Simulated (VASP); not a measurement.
# SmZn3I2 (P4/mmm) in VASP: relaxation of cell and atoms with PBE

Aim: the relaxation of cell and atoms of SmZn3I2 with PBE.

Everything below comes from runs of VASP 6.6.1. Logs are shortened: lines on timing, memory, paths and dates and some standing lists are left out, and cuts for length are marked.

## Step 1: The cell of the first run

Symmetry: P4/mmm, No. 123, tetragonal system. The conventional cell has a = 3.822 Å, b = 3.822 Å, c = 12.777 Å, α = 90.00°, β = 90.00°, γ = 90.00°. Within 5.0 Å of Sm (site symmetry 4/mmm) lie 4 Sm at 3.82 Å and 8 Zn at 3.85 Å and 2 I at 4.44 Å. Zn (site symmetry 4/mmm) has 8 I at 3.33 Å and 6 Zn at 3.65 to 3.82 Å within 4.4 Å. Zn (site symmetry 4mm) has 4 I at 3.19 Å and 5 Zn at 3.65 to 3.82 Å and 4 Sm at 3.85 Å within 4.2 Å. Within 4.2 Å of I (site symmetry 4mm) lie 8 Zn at 3.19 to 3.33 Å and 5 I at 3.82 to 3.90 Å.

The cell was generated, and may not be a known phase.

## Step 2: Relaxation of cell and atoms, PBE

INCAR

```
SYSTEM = SmZn3I2
PREC = Accurate
ENCUT = 500
EDIFF = 1E-7
ISMEAR = 0
SIGMA = 0.2
LREAL = .FALSE.
LASPH = .TRUE.
NELM = 200
ALGO = Normal
ISIF = 3
LWAVE = .FALSE.
LCHARG = .FALSE.
GGA = PE
IBRION = 2
NSW = 36
EDIFFG = -0.08
GGA_COMPAT = .FALSE.
NELMIN = 4
LMAXMIX = 6
```

KPOINTS

```
Automatic mesh
0
G
  4 4 2
  0 0 0
```

POSCAR

```
SmZn3I2
1.0
    3.8221131000      0.0000000000      0.0000000000
    0.0000000000      3.8221131000      0.0000000000
    0.0000000000      0.0000000000     12.7765884300
Sm Zn I
1 3 2
Direct
    0.5000000000      0.5000000000      0.5000000000
    0.0000000000      0.0000000000      0.0000000000
    0.0000000000      0.0000000000      0.7145522800
    0.0000000000      0.0000000000      0.2854477200
    0.5000000000      0.5000000000      0.8473602500
    0.5000000000      0.5000000000      0.1526397500
```

Potentials or basis: VASP PAW PBE potentials, release 64 (Sm_3, Zn, I), 4f in core.

Command:

```
$ cat potpaw_PBE.64/Sm_3/POTCAR potpaw_PBE.64/Zn/POTCAR potpaw_PBE.64/I/POTCAR > POTCAR
$ mpirun -np 1 vasp_std > vasp.out
```

OUTCAR:

```text
SYSTEM = SmZn3I2
   PREC = Accurate
   ENCUT = 500
   EDIFF = 1E-7
   ISMEAR = 0
   LREAL = .FALSE.
   LASPH = .TRUE.
   NELM = 200
   ISIF = 3
   GGA = PE
   IBRION = 2
   NSW = 36
   EDIFFG = -0.08
   NELMIN = 4

 ion  position               nearest neighbor table
   1  0.500  0.500  0.500-
   2  0.000  0.000  0.000-
   3  0.000  0.000  0.715-   5 3.19   5 3.19   5 3.19   5 3.19
   4  0.000  0.000  0.285-   6 3.19   6 3.19   6 3.19   6 3.19
   5  0.500  0.500  0.847-   3 3.19   3 3.19   3 3.19   3 3.19
   6  0.500  0.500  0.153-   4 3.19   4 3.19   4 3.19   4 3.19

  LATTYP: Found a simple tetragonal cell.
 ALAT       =     3.8221131000
 C/A-ratio  =     3.3428075245

  Lattice vectors:

 A1 = (   3.8221131000,   0.0000000000,   0.0000000000)
 A2 = (   0.0000000000,   3.8221131000,   0.0000000000)
 A3 = (   0.0000000000,   0.0000000000,  12.7765884300)

Analysis of symmetry for initial positions (statically):
=====================================================================
 Subroutine PRICEL returns:
 Original cell was already a primitive cell.

 Routine SETGRP: Setting up the symmetry group for a
 simple tetragonal supercell.

 Subroutine GETGRP returns: Found 16 space group operations
 (whereof 16 operations were pure point group operations)
 out of a pool of 16 trial point group operations.

The static configuration has the point symmetry D_4h.

Analysis of symmetry for dynamics (positions and initial velocities):
=====================================================================
 Subroutine PRICEL returns:
 Original cell was already a primitive cell.

 Routine SETGRP: Setting up the symmetry group for a
 simple tetragonal supercell.

 Subroutine GETGRP returns: Found 16 space group operations
 (whereof 16 operations were pure point group operations)
 out of a pool of 16 trial point group operations.

The dynamic configuration has the point symmetry D_4h.

 Subroutine INISYM returns: Found 16 space group operations
 (whereof 16 operations are pure point group operations),
 and found     1 'primitive' translations

----------------------------------------------------------------------------------------

                                     Primitive cell

  volume of cell :     186.6474

  direct lattice vectors                    reciprocal lattice vectors
     3.822113100  0.000000000  0.000000000     0.261635377  0.000000000  0.000000000
     0.000000000  3.822113100  0.000000000     0.000000000  0.261635377  0.000000000
     0.000000000  0.000000000 12.776588430     0.000000000  0.000000000  0.078268155

  length of vectors
     3.822113100  3.822113100 12.776588430     0.261635377  0.261635377  0.078268155

  position of ions in fractional coordinates (direct lattice)
     0.500000000  0.500000000  0.500000000
     0.000000000  0.000000000  0.000000000
     0.000000000  0.000000000  0.714552280
     0.000000000  0.000000000  0.285447720
     0.500000000  0.500000000  0.847360250
     0.500000000  0.500000000  0.152639750

  ion indices of the primitive-cell ions
   primitive index   ion index
                 1           1
                 2           2
                 3           3
                 4           4
                 5           5
                 6           6

----------------------------------------------------------------------------------------

 KPOINTS: Automatic mesh

Automatic generation of k-mesh.
 Grid dimensions read from file:
 generate k-points for:    4    4    2

 Generating k-lattice:

  Cartesian coordinates                     Fractional coordinates (reciprocal lattice)
     0.065408844  0.000000000  0.000000000     0.250000000  0.000000000  0.000000000
     0.000000000  0.065408844  0.000000000     0.000000000  0.250000000  0.000000000
     0.000000000  0.000000000  0.039134077     0.000000000  0.000000000  0.500000000

  Length of vectors
     0.065408844  0.065408844  0.039134077

  Shift w.r.t. Gamma in fractional coordinates (k-lattice)
     0.000000000  0.000000000  0.000000000

 Subroutine IBZKPT returns following result:
 ===========================================

 Found     12 irreducible k-points:

 Following reciprocal coordinates:
            Coordinates               Weight
  0.000000  0.000000  0.000000      1.000000
  0.250000  0.000000  0.000000      4.000000
  0.500000  0.000000  0.000000      2.000000
  0.250000  0.250000  0.000000      4.000000
  0.500000  0.250000  0.000000      4.000000
  0.500000  0.500000  0.000000      1.000000
  0.000000  0.000000  0.500000      1.000000
  0.250000  0.000000  0.500000      4.000000
  0.500000  0.000000  0.500000      2.000000
  0.250000  0.250000  0.500000      4.000000
  0.500000  0.250000  0.500000      4.000000
  0.500000  0.500000  0.500000      1.000000
   k-points           NKPTS =     12   k-points in BZ     NKDIM =     12   number of bands    NBANDS=     36
   number of dos      NEDOS =    301   number of ions     NIONS =      6
   total plane-waves  NPLWV =  75264
   dimension x,y,z NGX =    28 NGY =   28 NGZ =   96
   dimension x,y,z NGXF=    56 NGYF=   56 NGZF=  192
   ions per type =               1   3   2
   NGX,Y,Z   is equivalent  to a cutoff of  12.18, 12.18, 12.49 a.u.
   NGXF,Y,Z  is equivalent  to a cutoff of  24.36, 24.36, 24.98 a.u.
 SYSTEM =  SmZn3I2
   PREC   = accura    normal or accurate (medium, high low for compatibility)
   ISTART =      0    job   : 0-new  1-cont  2-samecut
   ICHARG =      2    charge: 1-file 2-atom 10-const
   ISPIN  =      1    spin polarized calculation?
   LNONCOLLINEAR =      F non collinear calculations
   LSORBIT =      F    spin-orbit coupling
   LASPH  =      T    aspherical Exc in radial PAW
   ENCUT  =  500.0 eV  36.75 Ry    6.06 a.u.   6.97  6.97 23.29*2*pi/ulx,y,z
   NELM   =    200;   NELMIN=  4; NELMDL= -5     # of ELM steps
   EDIFF  = 0.1E-06   stopping-criterion for ELM
   LREAL  =      F    real-space projection
   EDIFFG = -.8E-01   stopping-criterion for IOM
   NSW    =     36    number of steps for IOM
   IBRION =      2    ionic relax: 0-MD 1-quasi-New 2-CG
   NFREE  =      1    steps in history (QN), initial steepest desc. (CG)
   ISIF   =      3    stress and relaxation
   ISYM   =      2    0-nonsym 1-usesym 2-fastsym
   POTIM  = 0.5000    time-step for ionic-motion
   TEBEG  =    0.0;   TEEND  =   0.0 temperature during run
   PSTRESS=    0.0 pullay stress
   NELECT =      61.0000    total number of electrons
   NUPDOWN=      -1.0000    fix difference up-down
   EMIN   =  10.00;   EMAX   =-10.00  energy-range for DOS
   EFERMI =   0.00;   METHOD = LEGACY
   ISMEAR =     0;   SIGMA  =   0.20  broadening in eV -4-tet -1-fermi 0-gaus
   EFERMI_NEDOS =   21; number of points for ismear=-14 and -15
   IALGO  =     38    algorithm
   IMIX   =      4    mixing-type and parameters
     AMIX     =   0.40;   BMIX     =  1.00
     AMIX_MAG =   1.60;   BMIX_MAG =  1.00
  volume/ion in A,a.u.               =      31.11       209.93
  Fermi-wavevector in a.u.,A,eV,Ry     =   1.127658  2.130965 17.301343  1.271613
  Thomas-Fermi vector in A             =   2.264345
   LORBIT       =      0    0 simple, 1 ext, 2 COOP (PROOUT), +10 PAW based schemes
   GGA     = PE    functional components
   LHFCALC =     F    Hartree Fock is set to
   AEXX    =    0.0000 exact exchange contribution
   IVDW    =     0    specifies the selected vdW correction
   LEPSILON=     F    determine dielectric tensor
   LRPA    =     F    only Hartree local field effects (RPA)
 conjugate gradient relaxation of ions
 non-spin polarized calculation
 Gauss-broadening in eV      SIGMA  =   0.20
  energy-cutoff  :      500.00
  volume of cell :      186.65
 maximum number of plane-waves:      4764
 NGX is ok and might be reduce to    28
   NGX = 13   NGY = 13   NGZ = 47

--------------------------------------- Ionic step        1  -------------------------------------------

 number of electron      60.9999988 magnetization

 Free energy of the ion-electron system (eV)
  ---------------------------------------------------
  ext. energy  EPLUGINS =         0.00000000
  ---------------------------------------------------
  free energy    TOTEN  =        -9.83820031 eV

  energy without entropy =       -9.77410997  energy(sigma->0) =       -9.80615514

------------------------ aborting loop because EDIFF is reached ----------------------------------------

  FORCE on cell =-STRESS in cart. coord.  units (eV):
  Direction    XX          YY          ZZ          XY          YZ          ZX
  --------------------------------------------------------------------------------------
  -------------------------------------------------------------------------------------
  Total       -2.1706409     -2.1706409     -5.4023755      0.0000000      0.0000000      0.0000000
  in kB      -18.6327340    -18.6327340    -46.3738740      0.0000000      0.0000000      0.0000000
  external PRESSURE =     -27.8797807 kB  Pullay stress =       0.0000000 kB
[... 101 lines left out ...]
  FREE ENERGIE OF THE ION-ELECTRON SYSTEM (eV)
  ---------------------------------------------------
  free  energy   TOTEN  =       -10.3795015853 eV

  energy  without entropy=      -10.3312905728  energy(sigma->0) =      -10.35539608

 E-fermi :   5.4599     XC(G=0): -10.4310

 val. band max:        5.4558455024   @ k =   0.5000   0.5000   0.0000
 cond. band min:       5.5746764356   @ k =   0.2500   0.0000   0.5000
 fundamental gap:      0.1188309332
 Fermi energy:         5.4598939283

 k-point     1 :       0.0000    0.0000    0.0000
  band No.  band energies     occupation
      1     -35.2443      2.00000
      2     -17.2581      2.00000
      3     -14.5445      2.00000
      4     -14.5445      2.00000
      5      -9.7043      2.00000
      6      -7.4996      2.00000
[... 457 lines left out ...]
     35       7.4534      0.00000
     36       9.8550      0.00000

 E-fermi :   4.9699     XC(G=0): -10.1565

 val. band max:        4.9559902300   @ k =   0.5000   0.2500   0.0000
 cond. band min:       5.0782983575   @ k =   0.5000   0.0000   0.0000
 fundamental gap:      0.1223081275
 Fermi energy:         4.9698520640

 k-point     1 :       0.0000    0.0000    0.0000
  band No.  band energies     occupation
      1     -36.6824      2.00000
      2     -16.2425      2.00000
      3     -15.9627      2.00000
      4     -15.9627      2.00000
      5      -9.8076      2.00000
      6      -9.1770      2.00000
[... 457 lines left out ...]
     35       6.5828      0.00000
     36       8.3744      0.00000

[... ionic steps 4 to 30 ...]

--------------------------------------- Ionic step       31  -------------------------------------------

 number of electron      61.0000012 magnetization

------------------------ aborting loop because EDIFF is reached ----------------------------------------

  FORCE on cell =-STRESS in cart. coord.  units (eV):
  Direction    XX          YY          ZZ          XY          YZ          ZX
  --------------------------------------------------------------------------------------
  -------------------------------------------------------------------------------------
  Total        0.6936704      0.6936704      0.1814106      0.0000000     -0.0000000      0.0000000
  in kB        6.0543661      6.0543661      1.5833547      0.0000000     -0.0000000      0.0000000
  external PRESSURE =       4.5640289 kB  Pullay stress =       0.0000000 kB
[... 65 lines left out ...]
  energy  without entropy=      -11.7307570867  energy(sigma->0) =      -11.75060544

--------------------------------------- Ionic step       33  -------------------------------------------

 number of electron      60.9999933 magnetization

 Free energy of the ion-electron system (eV)
  ---------------------------------------------------
  ext. energy  EPLUGINS =         0.00000000
  ---------------------------------------------------
  free energy    TOTEN  =       -11.78011544 eV

  energy without entropy =      -11.73853661  energy(sigma->0) =      -11.75932603

 E-fermi :   2.5894     XC(G=0):  -8.8415

 val. band max:        2.4861946788   @ k =   0.2500   0.0000   0.0000
 cond. band min:       2.8033373704   @ k =   0.5000   0.2500   0.0000
 fundamental gap:      0.3171426917
 Fermi energy:         2.5893503370

 k-point     1 :       0.0000    0.0000    0.0000
  band No.  band energies     occupation
      1     -38.9853      2.00000
      2     -18.4619      2.00000
      3     -18.2403      2.00000
      4     -18.2403      2.00000
      5     -10.9771      2.00000
      6     -10.9017      2.00000
[... 490 lines left out ...]
  FREE ENERGIE OF THE ION-ELECTRON SYSTEM (eV)
  ---------------------------------------------------
  free  energy   TOTEN  =       -11.7801154422 eV

  energy  without entropy=      -11.7385366131  energy(sigma->0) =      -11.75932603

 reached required accuracy - stopping structural energy minimisation
```

Wall time 21 min (1 thread of Intel Xeon 6975P-C (Granite Rapids), shared host); peak memory 0.32 GiB.

What came out:

```yaml
Free_energy: -11.7801 eV
Relaxed_volume: 31.09 Å³/atom
Relaxed_cell: a = 3.834 Å, b = 3.834 Å, c = 12.692 Å, α = 90.00°, β = 90.00°, γ = 90.00°
Space_group_after_relaxing_to_0.1_Å: P4/mmm (No. 123)
Pressure_after_relaxing: 0.1 GPa
Largest_force_after_relaxing: 0.070 eV/Å
Band_gap_on_the_k_mesh: zero (an odd number of electrons rules out a gap without spin polarisation)
```

Forces in eV/Å, atoms in the order of the input:
```
Sm   0.000  0.000  0.000
Zn   0.000  0.000  0.000
Zn   0.000  0.000  0.070
Zn   0.000  0.000 -0.070
I    0.000  0.000 -0.024
I    0.000  0.000  0.024
```

Final structure:
```cif
data_structure
_symmetry_space_group_name_H-M 'P 1'
_symmetry_Int_Tables_number 1
_cell_length_a 3.8339
_cell_length_b 3.8339
_cell_length_c 12.6925
_cell_angle_alpha 90.000
_cell_angle_beta 90.000
_cell_angle_gamma 90.000
_cell_volume 186.56
loop_
_atom_site_label
_atom_site_type_symbol
_atom_site_fract_x
_atom_site_fract_y
_atom_site_fract_z
_atom_site_occupancy
Sm1 Sm 0.50000 0.50000 0.50000 1
Zn1 Zn 0.00000 0.00000 0.00000 1
Zn2 Zn 0.00000 0.00000 0.63811 1
Zn3 Zn 0.00000 0.00000 0.36189 1
I1 I 0.50000 0.50000 0.75951 1
I2 I 0.50000 0.50000 0.24049 1
```

Caveat: the k points lie up to 0.41 Å⁻¹ apart in the final cell, too coarse for converged energies and pressures of a metal; spin-orbit coupling is left out, which moves the levels of the heavy elements; the 4f electrons are frozen in the core, so they carry no moment and show no levels; the run has no spin polarisation, though such a crystal can be magnetic; the relaxation stopped at a loose force limit of 0.08 eV/Å, so its end isn't a converged minimum.

The gap in the log of VASP goes by the Fermi energy; the results here count the filled bands.